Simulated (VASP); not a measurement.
# Ge (Pm-3n) in VASP: further runs

Runs on Ge. Level: RPBE. Tasks: single point, relaxation of cell and atoms.

Everything below comes from runs of VASP 6.6.1. Logs are shortened: lines on timing, memory, paths and dates and some standing lists are left out, and cuts for length are marked.

## 1. The cell of the first run

It takes space group Pm-3n (No. 223, cubic). Conventional cell: a = 5.467 Å, b = 5.467 Å, c = 5.467 Å, α = 90.00°, β = 90.00°, γ = 90.00°. Within 4.0 Å of Ge (site symmetry m-3) lie 12 Ge at 3.06 Å. Within 3.6 Å of Ge (site symmetry -4m2) lie 14 Ge at 2.73 to 3.35 Å.

## 2. Single point, RPBE

File INCAR:

```
SYSTEM = Ge
  ALGO = Normal
  EDIFF = 1E-7
  ENCUT = 520
  GGA = RP
  ISIF = 2
  ISMEAR = -1
  LASPH = .True.
  LCHARG = .False.
  LREAL = .False.
  LWAVE = .False.
  NBANDS = 66
  NELM = 80
  PREC = Accurate
  SIGMA = 0.1
```

File KPOINTS:

```
k-points
0
Gamma
  5 5 5
  0 0 0
```

File POSCAR:

```
Ge
1.0
    5.4673446169      0.0000000000      0.0000000000
    0.0000000000      5.4673446169      0.0000000000
    0.0000000000      0.0000000000      5.4673446169
Ge
8
Direct
    1.0000000000      0.0000000000      1.0000000000
    0.5000000000      0.5000000000      0.5000000000
    0.2500000000      0.0000000000      0.5000000000
    0.7500000000      0.0000000000      0.5000000000
    0.5000000000      0.2500000000      1.0000000000
    0.5000000000      0.7500000000      0.0000000000
    0.0000000000      0.5000000000      0.2500000000
    0.0000000000      0.5000000000      0.7500000000
```

Potentials or basis: VASP PAW PBE potentials, release 64 (Ge_d).

Command:

```
$ cat potpaw_PBE.64/Ge_d/POTCAR > POTCAR
$ mpirun -np 1 vasp_std > vasp.out
```

OUTCAR:

```text
SYSTEM = Ge
   EDIFF = 1E-7
   ENCUT = 520
   GGA = RP
   ISIF = 2
   ISMEAR = -1
   LASPH = .True.
   LREAL = .False.
   NELM = 80
   PREC = Accurate

 ion  position               nearest neighbor table
   1  0.000  0.000  0.000-
   2  0.500  0.500  0.500-
   3  0.250  0.000  0.500-   4 2.73   4 2.73
   4  0.750  0.000  0.500-   3 2.73   3 2.73
   5  0.500  0.250  0.000-   6 2.73   6 2.73
   6  0.500  0.750  0.000-   5 2.73   5 2.73
   7  0.000  0.500  0.250-   8 2.73   8 2.73
   8  0.000  0.500  0.750-   7 2.73   7 2.73

  LATTYP: Found a simple cubic cell.
 ALAT       =     5.4673446169

  Lattice vectors:

 A1 = (   5.4673446169,   0.0000000000,   0.0000000000)
 A2 = (   0.0000000000,   5.4673446169,   0.0000000000)
 A3 = (   0.0000000000,   0.0000000000,   5.4673446169)

Analysis of symmetry for initial positions (statically):
=====================================================================
 Subroutine PRICEL returns:
 Original cell was already a primitive cell.

 Routine SETGRP: Setting up the symmetry group for a
 simple cubic supercell.

 Subroutine GETGRP returns: Found 48 space group operations
 (whereof 24 operations were pure point group operations)
 out of a pool of 48 trial point group operations.

The static configuration has the point symmetry T_h .
 The point group associated with its full space group is O_h .

Analysis of symmetry for dynamics (positions and initial velocities):
=====================================================================
 Subroutine PRICEL returns:
 Original cell was already a primitive cell.

 Routine SETGRP: Setting up the symmetry group for a
 simple cubic supercell.

 Subroutine GETGRP returns: Found 48 space group operations
 (whereof 24 operations were pure point group operations)
 out of a pool of 48 trial point group operations.

The dynamic configuration has the point symmetry T_h .
 The point group associated with its full space group is O_h .

 Subroutine INISYM returns: Found 48 space group operations
 (whereof 24 operations are pure point group operations),
 and found     1 'primitive' translations

----------------------------------------------------------------------------------------

                                     Primitive cell

  volume of cell :     163.4291

  direct lattice vectors                    reciprocal lattice vectors
     5.467344617  0.000000000  0.000000000     0.182904146  0.000000000  0.000000000
     0.000000000  5.467344617  0.000000000     0.000000000  0.182904146  0.000000000
     0.000000000  0.000000000  5.467344617     0.000000000  0.000000000  0.182904146

  length of vectors
     5.467344617  5.467344617  5.467344617     0.182904146  0.182904146  0.182904146

  position of ions in fractional coordinates (direct lattice)
     0.000000000  0.000000000  0.000000000
     0.500000000  0.500000000  0.500000000
     0.250000000  0.000000000  0.500000000
     0.750000000  0.000000000  0.500000000
     0.500000000  0.250000000  0.000000000
     0.500000000  0.750000000  0.000000000
     0.000000000  0.500000000  0.250000000
     0.000000000  0.500000000  0.750000000

  ion indices of the primitive-cell ions
   primitive index   ion index
                 1           1
                 2           2
                 3           3
                 4           4
                 5           5
                 6           6
                 7           7
                 8           8

----------------------------------------------------------------------------------------

 KPOINTS: k-points

Automatic generation of k-mesh.
 Grid dimensions read from file:
 generate k-points for:    5    5    5

 Generating k-lattice:

  Cartesian coordinates                     Fractional coordinates (reciprocal lattice)
     0.036580829  0.000000000  0.000000000     0.200000000  0.000000000  0.000000000
     0.000000000  0.036580829  0.000000000     0.000000000  0.200000000  0.000000000
     0.000000000  0.000000000  0.036580829     0.000000000  0.000000000  0.200000000

  Length of vectors
     0.036580829  0.036580829  0.036580829

  Shift w.r.t. Gamma in fractional coordinates (k-lattice)
     0.000000000  0.000000000  0.000000000

 Subroutine IBZKPT returns following result:
 ===========================================

 Found     10 irreducible k-points:

 Following reciprocal coordinates:
            Coordinates               Weight
  0.000000  0.000000  0.000000      1.000000
  0.200000  0.000000  0.000000      6.000000
  0.400000  0.000000  0.000000      6.000000
  0.200000  0.200000  0.000000     12.000000
  0.400000  0.200000  0.000000     24.000000
  0.400000  0.400000  0.000000     12.000000
  0.200000  0.200000  0.200000      8.000000
  0.400000  0.200000  0.200000     24.000000
  0.400000  0.400000  0.200000     24.000000
  0.400000  0.400000  0.400000      8.000000
   k-points           NKPTS =     10   k-points in BZ     NKDIM =     10   number of bands    NBANDS=     66
   number of dos      NEDOS =    301   number of ions     NIONS =      8
   total plane-waves  NPLWV =  74088
   dimension x,y,z NGX =    42 NGY =   42 NGZ =   42
   dimension x,y,z NGXF=    84 NGYF=   84 NGZF=   84
   ions per type =               8
   NGX,Y,Z   is equivalent  to a cutoff of  12.77, 12.77, 12.77 a.u.
   NGXF,Y,Z  is equivalent  to a cutoff of  25.54, 25.54, 25.54 a.u.
 SYSTEM =  Ge
   PREC   = accura    normal or accurate (medium, high low for compatibility)
   ISTART =      0    job   : 0-new  1-cont  2-samecut
   ICHARG =      2    charge: 1-file 2-atom 10-const
   ISPIN  =      1    spin polarized calculation?
   LNONCOLLINEAR =      F non collinear calculations
   LSORBIT =      F    spin-orbit coupling
   LASPH  =      T    aspherical Exc in radial PAW
   ENCUT  =  520.0 eV  38.22 Ry    6.18 a.u.  10.17 10.17 10.17*2*pi/ulx,y,z
   NELM   =     80;   NELMIN=  2; NELMDL= -5     # of ELM steps
   EDIFF  = 0.1E-06   stopping-criterion for ELM
   LREAL  =      F    real-space projection
   EDIFFG = 0.1E-05   stopping-criterion for IOM
   NSW    =      0    number of steps for IOM
   IBRION =     -1    ionic relax: 0-MD 1-quasi-New 2-CG
   NFREE  =      0    steps in history (QN), initial steepest desc. (CG)
   ISIF   =      2    stress and relaxation
   ISYM   =      2    0-nonsym 1-usesym 2-fastsym
   POTIM  = 0.5000    time-step for ionic-motion
   TEBEG  =    0.0;   TEEND  =   0.0 temperature during run
   PSTRESS=    0.0 pullay stress
   NELECT =     112.0000    total number of electrons
   NUPDOWN=      -1.0000    fix difference up-down
   EMIN   =  10.00;   EMAX   =-10.00  energy-range for DOS
   EFERMI =   0.00;   METHOD = LEGACY
   ISMEAR =    -1;   SIGMA  =   0.10  broadening in eV -4-tet -1-fermi 0-gaus
   EFERMI_NEDOS =   21; number of points for ismear=-14 and -15
   IALGO  =     38    algorithm
   IMIX   =      4    mixing-type and parameters
     AMIX     =   0.40;   BMIX     =  1.00
     AMIX_MAG =   1.60;   BMIX_MAG =  1.00
  volume/ion in A,a.u.               =      20.43       137.86
  Fermi-wavevector in a.u.,A,eV,Ry     =   1.443348  2.727532 28.344384  2.083253
  Thomas-Fermi vector in A             =   2.561766
   LORBIT       =      0    0 simple, 1 ext, 2 COOP (PROOUT), +10 PAW based schemes
   GGA     = RP    functional components
   LHFCALC =     F    Hartree Fock is set to
   AEXX    =    0.0000 exact exchange contribution
   IVDW    =     0    specifies the selected vdW correction
   LEPSILON=     F    determine dielectric tensor
   LRPA    =     F    only Hartree local field effects (RPA)
 non-spin polarized calculation
  energy-cutoff  :      520.00
  volume of cell :      163.43
 maximum number of plane-waves:      4416
 NGX is ok and might be reduce to    42
   NGX = 21   NGY = 21   NGZ = 21

 number of electron     112.0000204 magnetization

 Free energy of the ion-electron system (eV)
  ---------------------------------------------------
  ext. energy  EPLUGINS =         0.00000000
  ---------------------------------------------------
  free energy    TOTEN  =       -30.41318855 eV

  energy without entropy =      -30.26836404  energy(sigma->0) =      -30.34077630

 E-fermi :   6.0935     XC(G=0): -10.7933

 val. band max:        6.0239671279   @ k =   0.4000   0.4000   0.2000
 cond. band min:       6.1417174329   @ k =   0.4000   0.2000   0.2000
 fundamental gap:      0.1177503050
 Fermi energy:         6.0935249314

 k-point     1 :       0.0000    0.0000    0.0000
  band No.  band energies     occupation
      1     -18.7858      2.00000
      2     -18.7815      2.00000
      3     -18.7815      2.00000
      4     -18.7313      2.00000
      5     -18.7313      2.00000
      6     -18.7313      2.00000
[... 58 lines left out ...]
     65       9.3305      0.00000
     66       9.3305      0.00000

 k-point     2 :       0.2000    0.0000    0.0000
  band No.  band energies     occupation
      1     -18.7842      2.00000
      2     -18.7817      2.00000
      3     -18.7646      2.00000
      4     -18.7336      2.00000
      5     -18.7280      2.00000
      6     -18.7280      2.00000
[... 58 lines left out ...]
     65      10.0928      0.00000
     66      10.8920      0.00000

 k-point     3 :       0.4000    0.0000    0.0000
  band No.  band energies     occupation
      1     -18.7832      2.00000
      2     -18.7823      2.00000
      3     -18.7337      2.00000
      4     -18.7280      2.00000
      5     -18.7233      2.00000
      6     -18.7233      2.00000
[... 58 lines left out ...]
     65      10.1847      0.00000
     66      10.6985      0.00000

 k-point     4 :       0.2000    0.2000    0.0000
  band No.  band energies     occupation
      1     -18.7829      2.00000
      2     -18.7660      2.00000
      3     -18.7634      2.00000
      4     -18.7308      2.00000
      5     -18.7301      2.00000
      6     -18.7242      2.00000
[... 58 lines left out ...]
     65      10.0456      0.00000
     66      10.0622      0.00000

 k-point     5 :       0.4000    0.2000    0.0000
  band No.  band energies     occupation
      1     -18.7826      2.00000
      2     -18.7647      2.00000
      3     -18.7317      2.00000
      4     -18.7269      2.00000
      5     -18.7255      2.00000
      6     -18.7207      2.00000
[... 58 lines left out ...]
     65       9.9901      0.00000
     66      10.5737      0.00000

 k-point     6 :       0.4000    0.4000    0.0000
  band No.  band energies     occupation
      1     -18.7825      2.00000
      2     -18.7311      2.00000
      3     -18.7310      2.00000
      4     -18.7245      2.00000
      5     -18.7209      2.00000
      6     -18.7187      2.00000
[... 58 lines left out ...]
     65       9.7762      0.00000
     66      10.0386      0.00000

 k-point     7 :       0.2000    0.2000    0.2000
  band No.  band energies     occupation
      1     -18.7669      2.00000
      2     -18.7636      2.00000
      3     -18.7636      2.00000
      4     -18.7278      2.00000
      5     -18.7260      2.00000
      6     -18.7260      2.00000
[... 58 lines left out ...]
     65      10.2025      0.00000
     66      10.2025      0.00000

 k-point     8 :       0.4000    0.2000    0.2000
  band No.  band energies     occupation
      1     -18.7651      2.00000
      2     -18.7642      2.00000
      3     -18.7277      2.00000
      4     -18.7255      2.00000
      5     -18.7226      2.00000
      6     -18.7220      2.00000
[... 58 lines left out ...]
     65       9.8806      0.00000
     66      10.6630      0.00000

 k-point     9 :       0.4000    0.4000    0.2000
  band No.  band energies     occupation
      1     -18.7645      2.00000
      2     -18.7263      2.00000
      3     -18.7262      2.00000
      4     -18.7236      2.00000
      5     -18.7196      2.00000
      6     -18.7192      2.00000
[... 58 lines left out ...]
     65       9.7222      0.00000
     66       9.7397      0.00000

 k-point    10 :       0.4000    0.4000    0.4000
  band No.  band energies     occupation
      1     -18.7218      2.00000
      2     -18.7205      2.00000
      3     -18.7203      2.00000
      4     -18.7203      2.00000
      5     -18.7197      2.00000
      6     -18.7197      2.00000
[... 58 lines left out ...]
     65       9.1309      0.00000
     66       9.1432      0.00000

------------------------ aborting loop because EDIFF is reached ----------------------------------------

  FORCE on cell =-STRESS in cart. coord.  units (eV):
  Direction    XX          YY          ZZ          XY          YZ          ZX
  --------------------------------------------------------------------------------------
  -------------------------------------------------------------------------------------
  Total        0.0298767      0.0298767      0.0298767     -0.0000000     -0.0000000     -0.0000000
  in kB        0.2928961      0.2928961      0.2928961     -0.0000000     -0.0000000     -0.0000000
  external PRESSURE =       0.2928961 kB  Pullay stress =       0.0000000 kB

 VOLUME and BASIS-vectors are now :
 -----------------------------------------------------------------------------
  energy-cutoff  :      520.00
  volume of cell :      163.43
      direct lattice vectors                 reciprocal lattice vectors
     5.467344617  0.000000000  0.000000000     0.182904146  0.000000000  0.000000000
     0.000000000  5.467344617  0.000000000     0.000000000  0.182904146  0.000000000
     0.000000000  0.000000000  5.467344617     0.000000000  0.000000000  0.182904146

 POSITION                                       TOTAL-FORCE (eV/Angst)
 -----------------------------------------------------------------------------------
      0.00000      0.00000      0.00000        -0.000000     -0.000000     -0.000000
      2.73367      2.73367      2.73367        -0.000000     -0.000000     -0.000000
      1.36684      0.00000      2.73367         0.000000     -0.000000      0.000000
      4.10051      0.00000      2.73367        -0.000000     -0.000000     -0.000000
      2.73367      1.36684      0.00000        -0.000000     -0.000000      0.000000
      2.73367      4.10051      0.00000        -0.000000     -0.000000     -0.000000
      0.00000      2.73367      1.36684         0.000000      0.000000     -0.000000
      0.00000      2.73367      4.10051        -0.000000      0.000000     -0.000000
 -----------------------------------------------------------------------------------
    total drift:                                0.000000     -0.000000     -0.000000

  FREE ENERGIE OF THE ION-ELECTRON SYSTEM (eV)
  ---------------------------------------------------
  free  energy   TOTEN  =       -30.4131885509 eV

  energy  without entropy=      -30.2683640439  energy(sigma->0) =      -30.34077630
```

Wall time 3.5 min (1 thread of Intel Xeon 8259CL, shared host); peak memory 0.28 GiB.

Results:

| Item | Value |
| --- | --- |
| Free energy | -30.4132 eV |
| Pressure | 0.0 GPa |
| Band gap on the k mesh | zero (bands 56 and 57 overlap by 1.80 eV) |

Caveat: the PAW data sets were made with another functional, which shifts forces and pressure a little.

[end of part 1 of 2]
